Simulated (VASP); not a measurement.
# SiGe5 (P-6m2) in VASP: further runs

The runs below take SiGe5 through single point, relaxation of cell and atoms, with PBE.

All numbers are computed with VASP 6.6.1; they aren't measurements. Logs are shortened: lines on timing, memory, paths and dates and some standing lists are left out, and cuts for length are marked.

### Step 1. The cell of the first run

It takes space group P-6m2 (No. 187, hexagonal). Conventional cell: a = 2.917 Å, b = 2.917 Å, c = 14.181 Å, α = 90.00°, β = 90.00°, γ = 120.00°. Si (site symmetry -6m2) has 6 Ge at 2.88 Å and 6 Si at 2.92 Å within 3.8 Å. Within 3.8 Å of Ge (site symmetry 3m) lie 3 Si at 2.88 Å and 9 Ge at 2.91 to 2.92 Å. Ge (site symmetry 3m) has 12 Ge at 2.91 to 2.92 Å within 3.8 Å. Within 3.8 Å of Ge (site symmetry -6m2) lie 12 Ge at 2.91 to 2.92 Å.

### Step 2. Single point, PBE

INCAR

```
PREC = Accurate
ENCUT = 520
EDIFF = 1E-7
ISMEAR = 0
SIGMA = 0.1
LREAL = False
LASPH = True
NELM = 60
ALGO = Normal
ISIF = 2
LWAVE = False
LCHARG = False
GGA = PE
NBANDS = 46
```

KPOINTS

```
regular mesh
0
Gamma
  6 6 2
```

POSCAR

```
SiGe5
1.0
    2.9173620100      0.0000000000      0.0000000000
   -1.4586810100      2.5265096100      0.0000000000
    0.0000000000      0.0000000000     14.1805404900
Si Ge
1 5
Direct
    0.0000000000      0.0000000000      0.0000000000
    0.6666666700      0.3333333300      0.8353336500
    0.0000000000      0.0000000000      0.6676422400
    0.6666666700      0.3333333300      0.5000000000
    0.0000000000      0.0000000000      0.3323577600
    0.6666666700      0.3333333300      0.1646663500
```

Potentials or basis: VASP PAW PBE potentials, release 64 (Si, Ge_d).

Command:

```console
> cat potpaw_PBE.64/Si/POTCAR potpaw_PBE.64/Ge_d/POTCAR > POTCAR
> mpirun -np 1 vasp_std > vasp.out
```

OUTCAR:

```text
PREC = Accurate
   ENCUT = 520
   EDIFF = 1E-7
   ISMEAR = 0
   LREAL = False
   LASPH = True
   NELM = 60
   ISIF = 2
   GGA = PE

 ion  position               nearest neighbor table
   1  0.000  0.000  0.000-   2 2.88   6 2.88   2 2.88   6 2.88   2 2.88   6 2.88
   2  0.667  0.333  0.835-   1 2.88   1 2.88   1 2.88   3 2.91   3 2.91   3 2.91
   3  0.000  0.000  0.668-   4 2.91   4 2.91   4 2.91   2 2.91   2 2.91   2 2.91
   4  0.667  0.333  0.500-   3 2.91   5 2.91   3 2.91   5 2.91   3 2.91   5 2.91
   5  0.000  0.000  0.332-   4 2.91   4 2.91   4 2.91   6 2.91   6 2.91   6 2.91
   6  0.667  0.333  0.165-   1 2.88   1 2.88   1 2.88   5 2.91   5 2.91   5 2.91

  LATTYP: Found a hexagonal cell.
 ALAT       =     2.9173620100
 C/A-ratio  =     4.8607407793

  Lattice vectors:

 A1 = (   2.9173620100,   0.0000000000,   0.0000000000)
 A2 = (  -1.4586810100,   2.5265096100,   0.0000000000)
 A3 = (   0.0000000000,   0.0000000000,  14.1805404900)

Analysis of symmetry for initial positions (statically):
=====================================================================
 Subroutine PRICEL returns:
 Original cell was already a primitive cell.

 Routine SETGRP: Setting up the symmetry group for a
 hexagonal supercell.

 Subroutine GETGRP returns: Found 12 space group operations
 (whereof 12 operations were pure point group operations)
 out of a pool of 24 trial point group operations.

The static configuration has the point symmetry D_3h.

Analysis of symmetry for dynamics (positions and initial velocities):
=====================================================================
 Subroutine PRICEL returns:
 Original cell was already a primitive cell.

 Routine SETGRP: Setting up the symmetry group for a
 hexagonal supercell.

 Subroutine GETGRP returns: Found 12 space group operations
 (whereof 12 operations were pure point group operations)
 out of a pool of 24 trial point group operations.

The dynamic configuration has the point symmetry D_3h.

 Subroutine INISYM returns: Found 12 space group operations
 (whereof 12 operations are pure point group operations),
 and found     1 'primitive' translations

----------------------------------------------------------------------------------------

                                     Primitive cell

  volume of cell :     104.5211

  direct lattice vectors                    reciprocal lattice vectors
     2.917362010  0.000000000  0.000000000     0.342775424  0.197901484  0.000000000
    -1.458681010  2.526509610  0.000000000     0.000000000  0.395802967  0.000000000
     0.000000000  0.000000000 14.180540490     0.000000000  0.000000000  0.070519174

  length of vectors
     2.917362010  2.917362010 14.180540490     0.395802967  0.395802967  0.070519174

  position of ions in fractional coordinates (direct lattice)
     0.000000000  0.000000000  0.000000000
     0.666666670  0.333333330  0.835333650
     0.000000000  0.000000000  0.667642240
     0.666666670  0.333333330  0.500000000
     0.000000000  0.000000000  0.332357760
     0.666666670  0.333333330  0.164666350

  ion indices of the primitive-cell ions
   primitive index   ion index
                 1           1
                 2           2
                 3           3
                 4           4
                 5           5
                 6           6

----------------------------------------------------------------------------------------

 KPOINTS: regular mesh

Automatic generation of k-mesh.
 Grid dimensions read from file:
 generate k-points for:    6    6    2

 Generating k-lattice:

  Cartesian coordinates                     Fractional coordinates (reciprocal lattice)
     0.057129237  0.032983581  0.000000000     0.166666667 -0.000000000  0.000000000
     0.000000000  0.065967161  0.000000000     0.000000000  0.166666667  0.000000000
     0.000000000  0.000000000  0.035259587     0.000000000  0.000000000  0.500000000

  Length of vectors
     0.065967161  0.065967161  0.035259587

  Shift w.r.t. Gamma in fractional coordinates (k-lattice)
     0.000000000  0.000000000  0.000000000

 Subroutine IBZKPT returns following result:
 ===========================================

 Found     14 irreducible k-points:

 Following reciprocal coordinates:
            Coordinates               Weight
  0.000000  0.000000  0.000000      1.000000
  0.166667  0.000000  0.000000      6.000000
  0.333333  0.000000  0.000000      6.000000
  0.500000 -0.000000  0.000000      3.000000
  0.166667  0.166667  0.000000      6.000000
  0.333333  0.166667  0.000000     12.000000
  0.333333  0.333333  0.000000      2.000000
  0.000000  0.000000  0.500000      1.000000
  0.166667  0.000000  0.500000      6.000000
  0.333333  0.000000  0.500000      6.000000
  0.500000 -0.000000  0.500000      3.000000
  0.166667  0.166667  0.500000      6.000000
  0.333333  0.166667  0.500000     12.000000
  0.333333  0.333333  0.500000      2.000000
[... 25 lines left out ...]
   ISYM   =      2    0-nonsym 1-usesym 2-fastsym
   POTIM  = 0.5000    time-step for ionic-motion
   TEBEG  =    0.0;   TEEND  =   0.0 temperature during run
   PSTRESS=    0.0 pullay stress
   NELECT =      74.0000    total number of electrons
   NUPDOWN=      -1.0000    fix difference up-down
   EMIN   =  10.00;   EMAX   =-10.00  energy-range for DOS
   EFERMI =   0.00;   METHOD = LEGACY
   ISMEAR =     0;   SIGMA  =   0.10  broadening in eV -4-tet -1-fermi 0-gaus
   EFERMI_NEDOS =   21; number of points for ismear=-14 and -15
   IALGO  =     38    algorithm
   IMIX   =      4    mixing-type and parameters
     AMIX     =   0.40;   BMIX     =  1.00
     AMIX_MAG =   1.60;   BMIX_MAG =  1.00
  volume/ion in A,a.u.               =      17.42       117.56
  Fermi-wavevector in a.u.,A,eV,Ry     =   1.459097  2.757293 28.966299  2.128963
  Thomas-Fermi vector in A             =   2.575704
   LORBIT       =      0    0 simple, 1 ext, 2 COOP (PROOUT), +10 PAW based schemes
   GGA     = PE    functional components
   LHFCALC =     F    Hartree Fock is set to
   AEXX    =    0.0000 exact exchange contribution
   IVDW    =     0    specifies the selected vdW correction
   LEPSILON=     F    determine dielectric tensor
   LRPA    =     F    only Hartree local field effects (RPA)
 non-spin polarized calculation
 Gauss-broadening in eV      SIGMA  =   0.10
  energy-cutoff  :      520.00
  volume of cell :      104.52
 maximum number of plane-waves:      2896
 NGX is ok and might be reduce to    24
   NGX = 11   NGY = 11   NGZ = 53

 number of electron      73.9999959 magnetization

 Free energy of the ion-electron system (eV)
  ---------------------------------------------------
  ext. energy  EPLUGINS =         0.00000000
  ---------------------------------------------------
  free energy    TOTEN  =       -25.30320237 eV

  energy without entropy =      -25.28108231  energy(sigma->0) =      -25.29214234

 E-fermi :   7.5788     XC(G=0): -11.4959

 val. band max:        7.5770060894   @ k =   0.1667   0.1667   0.5000
 cond. band min:       7.6245948136   @ k =   0.3333   0.3333   0.5000
 fundamental gap:      0.0475887242
 Fermi energy:         7.5788010107

 k-point     1 :       0.0000    0.0000    0.0000
  band No.  band energies     occupation
      1     -17.0845      2.00000
      2     -17.0806      2.00000
      3     -17.0785      2.00000
      4     -17.0783      2.00000
      5     -17.0783      2.00000
      6     -17.0781      2.00000
[... 38 lines left out ...]
     45      16.6390      0.00000
     46      16.6391      0.00000

 k-point     2 :       0.1667    0.0000    0.0000
  band No.  band energies     occupation
      1     -17.0991      2.00000
      2     -17.0913      2.00000
      3     -17.0796      2.00000
      4     -17.0698      2.00000
      5     -17.0667      2.00000
      6     -17.0553      2.00000
[... 38 lines left out ...]
     45      14.4982      0.00000
     46      15.4373      0.00000

 k-point     3 :       0.3333    0.0000    0.0000
  band No.  band energies     occupation
      1     -17.1276      2.00000
      2     -17.1121      2.00000
      3     -17.0933      2.00000
      4     -17.0850      2.00000
      5     -17.0775      2.00000
      6     -17.0631      2.00000
[... 528 lines left out ...]
     45      10.9426      0.00000
     46      11.9417      0.00000

 k-point    14 :       0.3333    0.3333    0.5000
  band No.  band energies     occupation
      1     -17.1033      2.00000
      2     -17.0818      2.00000
      3     -17.0793      2.00000
      4     -17.0637      2.00000
      5     -17.0559      2.00000
      6     -17.0534      2.00000
[... 38 lines left out ...]
     45      10.3789      0.00000
     46      10.4783      0.00000

------------------------ aborting loop because EDIFF is reached ----------------------------------------

  FORCE on cell =-STRESS in cart. coord.  units (eV):
  Direction    XX          YY          ZZ          XY          YZ          ZX
  --------------------------------------------------------------------------------------
  -------------------------------------------------------------------------------------
  Total        4.8439983      4.8439983      1.9132680     -0.0000000      0.0000000     -0.0000000
  in kB       74.2524013     74.2524012     29.3279921     -0.0000001      0.0000000     -0.0000000
  external PRESSURE =      59.2775982 kB  Pullay stress =       0.0000000 kB

 VOLUME and BASIS-vectors are now :
 -----------------------------------------------------------------------------
  energy-cutoff  :      520.00
  volume of cell :      104.52
      direct lattice vectors                 reciprocal lattice vectors
     2.917362010  0.000000000  0.000000000     0.342775424  0.197901484  0.000000000
    -1.458681010  2.526509610  0.000000000     0.000000000  0.395802967  0.000000000
     0.000000000  0.000000000 14.180540490     0.000000000  0.000000000  0.070519174

 POSITION                                       TOTAL-FORCE (eV/Angst)
 -----------------------------------------------------------------------------------
      0.00000      0.00000      0.00000        -0.000000     -0.000000      0.000000
      1.45868      0.84217     11.84548        -0.000000     -0.000000      0.443287
      0.00000      0.00000      9.46753        -0.000000     -0.000000      0.023380
      1.45868      0.84217      7.09027         0.000000      0.000000      0.000000
      0.00000      0.00000      4.71301        -0.000000     -0.000000     -0.023380
      1.45868      0.84217      2.33506         0.000000     -0.000000     -0.443287
 -----------------------------------------------------------------------------------
    total drift:                               -0.000022      0.000013      0.000000

  FREE ENERGIE OF THE ION-ELECTRON SYSTEM (eV)
  ---------------------------------------------------
  free  energy   TOTEN  =       -25.3032023730 eV

  energy  without entropy=      -25.2810823088  energy(sigma->0) =      -25.29214234
```

Run time: 42 s. Hardware: 1 thread of Intel Xeon 6975P-C (Granite Rapids), shared host; peak memory 0.24 GiB.

What came out:

- Free energy: -25.3032 eV
- Pressure: 5.9 GPa
- Largest force: 0.443 eV/Å
- Band gap on the k mesh: zero (band 37 reaches 14.83 eV, above the bottom of band 38 at 4.73 eV)

Forces on the atoms (eV/Å):
```
Si   0.000  0.000  0.000
Ge   0.000  0.000  0.443
Ge   0.000  0.000  0.023
Ge   0.000  0.000  0.000
Ge   0.000  0.000 -0.023
Ge   0.000  0.000 -0.443
```

Caveat: the k points lie up to 0.41 Å⁻¹ apart.

### Step 3. Single point, PBE

This run uses another cell than the first one, of 18.77 Å³/atom, 1.078 times its volume.

INCAR

```
SYSTEM = SiGe5
PREC = Accurate
ENCUT = 520
EDIFF = 1E-6
ISMEAR = 0
SIGMA = 0.1
LREAL = .False.
LASPH = .True.
NELM = 80
ALGO = Normal
ISIF = 2
LWAVE = .False.
LCHARG = .True.
GGA = PE
LELF = .True.
LVHAR = .True.
NBANDS = 46
```

KPOINTS

```
Automatic mesh
0
Gamma
  6 6 2
  0 0 0
```

POSCAR

```
SiGe5
1.0
    3.0243016278      0.0000000030      0.0000000000
   -1.5121508165      2.6191220369      0.0000000000
    0.0000000000      0.0000000000     14.2205656036
Si Ge
1 5
Direct
    0.0000000000      0.0000000000      0.0000000000
    0.6666666667      0.3333333333      0.8449614022
    0.0000000000      0.0000000000      0.6718636313
    0.6666666667      0.3333333333      0.5000000000
    0.0000000000      0.0000000000      0.3281363687
    0.6666666667      0.3333333333      0.1550385978
```

Potentials or basis: VASP PAW PBE potentials, release 64 (Si, Ge_d).

Command:

```console
> cat potpaw_PBE.64/Si/POTCAR potpaw_PBE.64/Ge_d/POTCAR > POTCAR
> mpirun -np 1 vasp_std > vasp.out
```

It took 43 s on 1 thread of Intel Xeon 6975P-C (Granite Rapids), shared host; peak memory 0.25 GiB.

Results (log left out):

- Free energy: -25.5390 eV
- Pressure: -0.3 GPa
- Largest force: 0.029 eV/Å
- Band gap on the k mesh: zero (band 37 reaches 12.72 eV, above the bottom of band 38 at 4.20 eV)

Forces in eV/Å, atoms in the order of the input:
```
Si   0.000  0.000  0.000
Ge   0.000  0.000 -0.029
Ge   0.000  0.000 -0.005
Ge   0.000  0.000  0.000
Ge   0.000  0.000  0.005
Ge   0.000  0.000  0.029
```

Stress tensor (GPa, compression positive):
```
-0.30  0.00  0.00
 0.00 -0.30  0.00
 0.00  0.00 -0.21
```

Levels at points of the mesh, in eV from the Fermi level:
```csv
k point,band 35,band 36,band 37,band 38,band 39,band 40
"(0.00, 0.00, 0.00)",5.08,5.32,5.98,5.98,6.88,6.88
"(0.50, 0.00, 0.00)",-3.45,-2.03,-1.00,-0.80,1.41,2.19
"(0.00, 0.00, 0.50)",2.11,5.99,5.99,6.71,6.71,7.43
"(0.50, 0.00, 0.50)",-3.14,-2.39,-1.82,0.68,1.04,2.22
```

Caveat: the k points lie up to 0.40 Å⁻¹ apart.

### Step 4. Single point, PBE

This run uses another cell than the first one, of 18.59 Å³/atom, 1.067 times its volume.

INCAR

```
  PREC = Accurate
  ENCUT = 520
  EDIFF = 1E-6
  ISMEAR = 0
  SIGMA = 0.1
  LREAL = False
  LASPH = True
  NELM = 100
  ALGO = Normal
  ISIF = 2
  LWAVE = False
  LCHARG = False
  GGA = PE
  NBANDS = 46
```

KPOINTS

```
Automatic mesh
0
Gamma
  12 12 4
```

POSCAR

```
SiGe5
1.0
    2.9958528661      0.0000000000      0.0000000000
   -1.4979264331      2.5944846881      0.0000000000
    0.0000000000      0.0000000000     14.3515773307
Si Ge
1 5
Direct
    0.0000000000      0.0000000000      0.0000000000
    0.6666666667      0.3333333333      0.8441573847
    0.0000000000      0.0000000000      0.6706815454
    0.6666666667      0.3333333333      0.5000000000
    0.0000000000      0.0000000000      0.3293184546
    0.6666666667      0.3333333333      0.1558426153
```

Command:

```console
> cat potpaw_PBE.64/Si/POTCAR potpaw_PBE.64/Ge_d/POTCAR > POTCAR
> mpirun -np 1 vasp_std > vasp.out
```

Wall time 4.7 min (1 thread of Intel Xeon 6975P-C, shared host); peak memory 0.37 GiB.

It converged, with:

- Free energy: -25.7051 eV
- Pressure: -0.1 GPa
- Largest force: 0.004 eV/Å
- Band gap on the k mesh: zero (band 37 reaches 13.12 eV, above the bottom of band 38 at 4.31 eV)

Forces in eV/Å, atoms in the order of the input:
```
Si   0.000  0.000  0.000
Ge   0.000  0.000  0.004
Ge   0.000  0.000 -0.001
Ge   0.000  0.000  0.000
Ge   0.000  0.000  0.001
Ge   0.000  0.000 -0.004
```

Levels at points of the mesh, in eV from the Fermi level:
```tsv
k point	band 35	band 36	band 37	band 38	band 39	band 40
(0.00, 0.00, 0.00)	4.59	4.90	6.14	6.14	7.04	7.04
(0.50, 0.00, 0.00)	-3.65	-2.29	-1.33	-0.95	1.23	2.25
(0.00, 0.00, 0.50)	1.67	6.15	6.15	6.89	6.89	7.41
(0.50, 0.00, 0.50)	-3.36	-2.60	-2.11	0.47	0.82	2.28
```

### Step 5. Relaxation of cell and atoms, PBE

INCAR

```
ALGO = Normal
EDIFF = 1E-6
EDIFFG = -0.04
ENCUT = 600
GGA = PE
IBRION = 2
ISIF = 3
ISMEAR = 0
LASPH = T
LCHARG = F
LREAL = F
LWAVE = F
NELM = 80
NSW = 90
PREC = Accurate
SIGMA = 0.1
```

KPOINTS

```
k-points
0
Gamma
  6 6 2
```

POSCAR

```
SiGe5
1.0
    2.9173620100      0.0000000000      0.0000000000
   -1.4586810100      2.5265096100      0.0000000000
    0.0000000000      0.0000000000     14.1805404900
Si Ge
1 5
Direct
    0.0000000000      0.0000000000      0.0000000000
    0.6666666700      0.3333333300      0.8353336500
    0.0000000000      0.0000000000      0.6676422400
    0.6666666700      0.3333333300      0.5000000000
    0.0000000000      0.0000000000      0.3323577600
    0.6666666700      0.3333333300      0.1646663500
```

Command:

```console
> cat potpaw_PBE.64/Si/POTCAR potpaw_PBE.64/Ge_d/POTCAR > POTCAR
> mpirun -np 1 vasp_std > vasp.out
```

Wall time 20 min (1 thread of Intel Xeon 6975P-C, shared host); peak memory 0.29 GiB.

The run converged. Its results:

```
Free energy                            : -25.5383 eV
Relaxed volume                         : 18.67 Å³/atom
Relaxed cell                           : a = 3.018 Å, b = 3.018 Å, c = 14.209 Å, α = 90.00°, β = 90.00°, γ = 120.00°
Space group after relaxing (to 0.05 Å) : P-6m2 (No. 187)
Energy gained by relaxing              : 39.1 meV/atom
Ionic steps                            : 20
Pressure after relaxing                : 0.1 GPa
Largest force after relaxing           : 0.038 eV/Å
Band gap on the k mesh                 : zero (band 37 reaches 12.85 eV, above the bottom of band 38 at 4.25 eV)
```

Forces in eV/Å, atoms in the order of the input:
```
Si   0.000  0.000  0.000
Ge   0.000  0.000 -0.027
Ge   0.000  0.000  0.038
Ge   0.000  0.000  0.000
Ge   0.000  0.000 -0.038
Ge   0.000  0.000  0.027
```

Stress tensor (GPa, compression positive):
```
0.13 0.00 0.00
0.00 0.13 0.00
0.00 0.00 0.03
```

Step by step:
```csv
step,energy change (eV),largest force (eV/Å),pressure (GPa),volume (Å³)
1,0.0000,0.4435,6.03,104.52
2,-0.1802,0.3255,-1.42,114.73
3,-0.1845,0.3378,-0.62,113.28
4,-0.2066,0.2816,-0.42,112.86
5,-0.2168,0.2143,-0.30,112.41
6,-0.2181,0.1937,-0.35,112.26
7,-0.2205,0.1476,-0.27,111.94
8,-0.2246,0.0927,0.33,111.18
9,-0.2245,0.0601,0.85,110.58
10,-0.2249,0.0736,0.48,110.91
11,-0.2290,0.0622,0.30,111.60
12,-0.2300,0.0728,-0.47,113.43
13,-0.2315,0.0691,-0.38,112.82
14,-0.2328,0.0590,-0.34,112.88
15,-0.2329,0.0552,-0.28,112.94
16,-0.2330,0.0562,-0.31,112.93
17,-0.2339,0.0485,-0.01,112.48
18,-0.2340,0.0474,-0.19,112.33
19,-0.2341,0.0456,0.16,112.03
20,-0.2348,0.0384,0.10,112.04
```

Final structure:
```
Si Ge
1.0
     3.01753    0.00000    0.00000
    -1.50876    2.61326    0.00000
     0.00000    0.00000   14.20862
Si Ge
1 5
Cartesian
  0.0000 0.0000 0.0000
  1.5088 0.8711 11.9980
  0.0000 0.0000 9.5205
  1.5088 0.8711 7.1043
  0.0000 0.0000 4.6881
  1.5088 0.8711 2.2106
```

Levels at points of the mesh, in eV from the Fermi level:
| k point | band 34 | band 35 | band 36 | band 37 | band 38 | band 39 | band 40 | band 41 |
| --- | --- | --- | --- | --- | --- | --- | --- | --- |
| (0.00, 0.00, 0.00) | -0.79 | 5.02 | 5.37 | 6.05 | 6.05 | 6.89 | 6.89 | 7.09 |
| (0.50, 0.00, 0.00) | -3.84 | -3.45 | -2.04 | -1.03 | -0.81 | 1.39 | 2.23 | 2.96 |
| (0.00, 0.00, 0.50) | 1.95 | 2.10 | 6.06 | 6.06 | 6.74 | 6.74 | 7.49 | 7.49 |
| (0.50, 0.00, 0.50) | -3.67 | -3.18 | -2.38 | -1.87 | 0.69 | 1.02 | 2.27 | 2.63 |

Caveat: the k points lie up to 0.40 Å⁻¹ apart in the final cell.

### Step 6. Overview

| task | cell | k mesh | cutoff (eV) | gap on the mesh (eV) | pressure (GPa) | largest force (eV/Å) |
| --- | --- | --- | --- | --- | --- | --- |
| single point | a = 2.917, b = 2.917, c = 14.181 Å, angles 90.0, 90.0, 120.0°, 6 atoms | 6 × 6 × 2 | 520 | none | 5.9 | 0.44 |
| single point | a = 3.024, b = 3.024, c = 14.221 Å, angles 90.0, 90.0, 120.0°, 6 atoms | 6 × 6 × 2 | 520 | none | -0.3 | 0.03 |
| single point | a = 2.996, b = 2.996, c = 14.352 Å, angles 90.0, 90.0, 120.0°, 6 atoms | 12 × 12 × 4 | 520 | none | -0.1 | - |
| relaxation of cell and atoms | relaxed from a = 2.917, b = 2.917, c = 14.181 Å, angles 90.0, 90.0, 120.0°, 6 atoms | 6 × 6 × 2 | 600 | none | 0.1 | 0.04 |

Alike in all rows: level PBE; potentials or basis VASP PAW PBE potentials, release 64 (Si, Ge_d); no spin polarisation; smearing gaussian 0.1 eV.

Caveats: some runs use coarse meshes.

Total energies depend on the potentials used, so only differences within one code and one set of settings carry meaning.
